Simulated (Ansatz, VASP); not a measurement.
# ZrC in VASP and in Ansatz

```
Zr C
1.0
     3.30149    0.00000    0.00000
    -1.65074    2.85917    0.00000
     0.00000    0.00000    5.84469
Zr C
2 2
Direct
  0.00000 0.00000 0.00000
  0.00000 0.00000 0.50000
  0.33333 0.66667 0.25000
  0.66667 0.33333 0.75000
```

Alike in both runs: functional PBE; k mesh 12 × 12 × 9; occupations gaussian, width 0.1 eV; no spin polarisation.

Ansatz relaxed the structure, and its values are those at the end. VASP's run is a single point on that final structure, the one shown.

```csv
,VASP,Ansatz
version,VASP 6.6.1,Ansatz 0.2.0
potentials or method,"VASP PAW PBE potentials, release 64 (Zr_sv, C), cutoff 520 eV","scalar-relativistic, plane waves, PAW"
valence electrons in the cell,32,32
```

```tsv
	VASP	Ansatz	Ansatz less VASP
gap on the k mesh at the Fermi level (eV)	none	none	-
pressure (GPa)	0.2	0.0	-0.20
```

A gap of «none» marks a metal or a gap that the smearing closes.
